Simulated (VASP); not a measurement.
# Y (Fm-3m) in VASP: further runs, part 2 of 3

VASP 6.6.1. Earlier steps stand in the parts before.

### Step 4. Single point, PBE (32.27 Å³/atom)

This run uses another cell than the first one, of 32.27 Å³/atom.

INCAR reads:

```
PREC = Accurate
ENCUT = 500
EDIFF = 1E-6
ISMEAR = 0
SIGMA = 0.05
LREAL = F
LASPH = T
NELM = 120
ALGO = Normal
ISIF = 2
LWAVE = F
LCHARG = T
GGA = PE
LELF = T
LVHAR = T
NBANDS = 12
GGA_COMPAT = F
```

KPOINTS reads:

```
regular mesh
0
Gamma
  6 6 6
```

POSCAR reads:

```
Y
1.0
    0.0000000000      2.5269565107      2.5269565107
    2.5269565107      0.0000000000      2.5269565107
    2.5269565107      2.5269565107      0.0000000000
Y
1
Direct
    0.0000000000      0.0000000000      0.0000000000
```

Potentials or basis: VASP PAW PBE potentials, release 64 (Y_sv).

Started as:

```console
$ cat potpaw_PBE.64/Y_sv/POTCAR > POTCAR
$ mpirun -np 1 vasp_std > vasp.out
```

OUTCAR:

```text
PREC = Accurate
   ENCUT = 500
   EDIFF = 1E-6
   ISMEAR = 0
   LREAL = F
   LASPH = T
   NELM = 120
   ISIF = 2
   GGA = PE

 ion  position               nearest neighbor table
   1  0.000  0.000  0.000-

  LATTYP: Found a face centered cubic cell.
 ALAT       =     5.0539130214

  Lattice vectors:

 A1 = (   0.0000000000,   2.5269565107,   2.5269565107)
 A2 = (   2.5269565107,   0.0000000000,   2.5269565107)
 A3 = (   2.5269565107,   2.5269565107,   0.0000000000)

Analysis of symmetry for initial positions (statically):
=====================================================================
 Subroutine PRICEL returns:
 Original cell was already a primitive cell.

 Routine SETGRP: Setting up the symmetry group for a
 face centered cubic supercell.

 Subroutine GETGRP returns: Found 48 space group operations
 (whereof 48 operations were pure point group operations)
 out of a pool of 48 trial point group operations.

The static configuration has the point symmetry O_h .

Analysis of symmetry for dynamics (positions and initial velocities):
=====================================================================
 Subroutine PRICEL returns:
 Original cell was already a primitive cell.

 Routine SETGRP: Setting up the symmetry group for a
 face centered cubic supercell.

 Subroutine GETGRP returns: Found 48 space group operations
 (whereof 48 operations were pure point group operations)
 out of a pool of 48 trial point group operations.

The dynamic configuration has the point symmetry O_h .

 Subroutine INISYM returns: Found 48 space group operations
 (whereof 48 operations are pure point group operations),
 and found     1 'primitive' translations

----------------------------------------------------------------------------------------

                                     Primitive cell

  volume of cell :      32.2718

  direct lattice vectors                    reciprocal lattice vectors
     0.000000000  2.526956511  2.526956511    -0.197866484  0.197866484  0.197866484
     2.526956511  0.000000000  2.526956511     0.197866484 -0.197866484  0.197866484
     2.526956511  2.526956511  0.000000000     0.197866484  0.197866484 -0.197866484

  length of vectors
     3.573656169  3.573656169  3.573656169     0.342714803  0.342714803  0.342714803

  position of ions in fractional coordinates (direct lattice)
     0.000000000  0.000000000  0.000000000

  ion indices of the primitive-cell ions
   primitive index   ion index
                 1           1

----------------------------------------------------------------------------------------

 KPOINTS: regular mesh

Automatic generation of k-mesh.
 Grid dimensions read from file:
 generate k-points for:    6    6    6

 Generating k-lattice:

  Cartesian coordinates                     Fractional coordinates (reciprocal lattice)
    -0.032977747  0.032977747  0.032977747     0.166666667  0.000000000  0.000000000
     0.032977747 -0.032977747  0.032977747     0.000000000  0.166666667  0.000000000
     0.032977747  0.032977747 -0.032977747     0.000000000  0.000000000  0.166666667

  Length of vectors
     0.057119134  0.057119134  0.057119134

  Shift w.r.t. Gamma in fractional coordinates (k-lattice)
     0.000000000  0.000000000  0.000000000

 Subroutine IBZKPT returns following result:
 ===========================================

 Found     16 irreducible k-points:

 Following reciprocal coordinates:
            Coordinates               Weight
  0.000000  0.000000  0.000000      1.000000
  0.166667  0.000000  0.000000      8.000000
  0.333333  0.000000  0.000000      8.000000
  0.500000  0.000000  0.000000      4.000000
  0.166667  0.166667  0.000000      6.000000
  0.333333  0.166667  0.000000     24.000000
[... 8 lines left out ...]
 -0.333333  0.333333  0.166667     24.000000
 -0.333333  0.500000  0.166667     12.000000
   k-points           NKPTS =     16   k-points in BZ     NKDIM =     16   number of bands    NBANDS=     12
   number of dos      NEDOS =    301   number of ions     NIONS =      1
   total plane-waves  NPLWV =  21952
   dimension x,y,z NGX =    28 NGY =   28 NGZ =   28
   dimension x,y,z NGXF=    56 NGYF=   56 NGZF=   56
   ions per type =               1
   NGX,Y,Z   is equivalent  to a cutoff of  13.03, 13.03, 13.03 a.u.
   NGXF,Y,Z  is equivalent  to a cutoff of  26.05, 26.05, 26.05 a.u.
 SYSTEM =  unknown system
   PREC   = accura    normal or accurate (medium, high low for compatibility)
   ISTART =      0    job   : 0-new  1-cont  2-samecut
   ICHARG =      2    charge: 1-file 2-atom 10-const
   ISPIN  =      1    spin polarized calculation?
   LNONCOLLINEAR =      F non collinear calculations
   LSORBIT =      F    spin-orbit coupling
   LASPH  =      T    aspherical Exc in radial PAW
   ENCUT  =  500.0 eV  36.75 Ry    6.06 a.u.   6.52  6.52  6.52*2*pi/ulx,y,z
   NELM   =    120;   NELMIN=  2; NELMDL= -5     # of ELM steps
   EDIFF  = 0.1E-05   stopping-criterion for ELM
   LREAL  =      F    real-space projection
   EDIFFG = 0.1E-04   stopping-criterion for IOM
   NSW    =      0    number of steps for IOM
   IBRION =     -1    ionic relax: 0-MD 1-quasi-New 2-CG
   NFREE  =      0    steps in history (QN), initial steepest desc. (CG)
   ISIF   =      2    stress and relaxation
   ISYM   =      2    0-nonsym 1-usesym 2-fastsym
   POTIM  = 0.5000    time-step for ionic-motion
   TEBEG  =    0.0;   TEEND  =   0.0 temperature during run
   PSTRESS=    0.0 pullay stress
   NELECT =      11.0000    total number of electrons
   NUPDOWN=      -1.0000    fix difference up-down
   EMIN   =  10.00;   EMAX   =-10.00  energy-range for DOS
   EFERMI =   0.00;   METHOD = LEGACY
   ISMEAR =     0;   SIGMA  =   0.05  broadening in eV -4-tet -1-fermi 0-gaus
   EFERMI_NEDOS =   21; number of points for ismear=-14 and -15
   IALGO  =     38    algorithm
   IMIX   =      4    mixing-type and parameters
     AMIX     =   0.40;   BMIX     =  1.00
     AMIX_MAG =   1.60;   BMIX_MAG =  1.00
  volume/ion in A,a.u.               =      32.27       217.78
  Fermi-wavevector in a.u.,A,eV,Ry     =   1.143575  2.161043 17.793204  1.307764
  Thomas-Fermi vector in A             =   2.280270
   LORBIT       =      0    0 simple, 1 ext, 2 COOP (PROOUT), +10 PAW based schemes
   GGA     = PE    functional components
   LHFCALC =     F    Hartree Fock is set to
   AEXX    =    0.0000 exact exchange contribution
   IVDW    =     0    specifies the selected vdW correction
   LEPSILON=     F    determine dielectric tensor
   LRPA    =     F    only Hartree local field effects (RPA)
 non-spin polarized calculation
 Gauss-broadening in eV      SIGMA  =   0.05
  energy-cutoff  :      500.00
  volume of cell :       32.27
 maximum number of plane-waves:       869
 NGX is ok and might be reduce to    28
   NGX = 13   NGY = 13   NGZ = 13

 number of electron      11.0000000 magnetization

 Free energy of the ion-electron system (eV)
  ---------------------------------------------------
  ext. energy  EPLUGINS =         0.00000000
  ---------------------------------------------------
  free energy    TOTEN  =        -6.41312035 eV

  energy without entropy =       -6.41019142  energy(sigma->0) =       -6.41165588

 E-fermi :   3.1585     XC(G=0):  -9.4888

 val. band max:        3.1018887603   @ k =   0.5000   0.3333   0.1667
 cond. band min:       3.1909096142   @ k =   0.5000   0.1667   0.0000
 fundamental gap:      0.0890208539
 Fermi energy:         3.1585010336

 k-point     1 :       0.0000    0.0000    0.0000
  band No.  band energies     occupation
      1     -39.5018      2.00000
      2     -19.1943      2.00000
      3     -19.1943      2.00000
      4     -19.1943      2.00000
      5      -1.6314      2.00000
      6       4.9461      0.00000
      7       4.9461      0.00000
      8       4.9461      0.00000
      9       6.9736      0.00000
     10       6.9736      0.00000
     11      12.1389      0.00000
     12      15.4243      0.00000
[... 211 lines left out ...]
 k-point    16 :      -0.3333    0.5000    0.1667
  band No.  band energies     occupation
      1     -39.4119      2.00000
      2     -19.6573      2.00000
      3     -19.4886      2.00000
      4     -19.4082      2.00000
      5       2.0511      2.00000
      6       2.7924      2.00000
      7       4.1620      0.00000
      8       6.4308      0.00000
      9       8.8641      0.00000
     10       9.9975      0.00000
     11      10.8046      0.00000
     12      10.9566      0.00000

------------------------ aborting loop because EDIFF is reached ----------------------------------------

  FORCE on cell =-STRESS in cart. coord.  units (eV):
  Direction    XX          YY          ZZ          XY          YZ          ZX
  --------------------------------------------------------------------------------------
  -------------------------------------------------------------------------------------
  Total       -0.0239242     -0.0239242     -0.0239242     -0.0000000     -0.0000000      0.0000000
  in kB       -1.1877477     -1.1877477     -1.1877477     -0.0000000     -0.0000000      0.0000000
  external PRESSURE =      -1.1877477 kB  Pullay stress =       0.0000000 kB

 VOLUME and BASIS-vectors are now :
 -----------------------------------------------------------------------------
  energy-cutoff  :      500.00
  volume of cell :       32.27
      direct lattice vectors                 reciprocal lattice vectors
     0.000000000  2.526956511  2.526956511    -0.197866484  0.197866484  0.197866484
     2.526956511  0.000000000  2.526956511     0.197866484 -0.197866484  0.197866484
     2.526956511  2.526956511  0.000000000     0.197866484  0.197866484 -0.197866484

 POSITION                                       TOTAL-FORCE (eV/Angst)
 -----------------------------------------------------------------------------------
      0.00000      0.00000      0.00000         0.000000     -0.000000      0.000000
 -----------------------------------------------------------------------------------
    total drift:                               -0.000000     -0.000000     -0.000000

  FREE ENERGIE OF THE ION-ELECTRON SYSTEM (eV)
  ---------------------------------------------------
  free  energy   TOTEN  =        -6.4131203474 eV

  energy  without entropy=       -6.4101914162  energy(sigma->0) =       -6.41165588
```

Wall time 15 s (1 thread of Intel Xeon 8259CL, shared host); peak memory 0.17 GiB.

What came out:

```
Free energy            : -6.4131 eV
Pressure               : -0.1 GPa
Band gap on the k mesh : zero (an odd number of electrons rules out a gap without spin polarisation)
```

(Part 2 of 3 ends here.)

The gap in the log of VASP goes by the Fermi energy; the results here count the filled bands.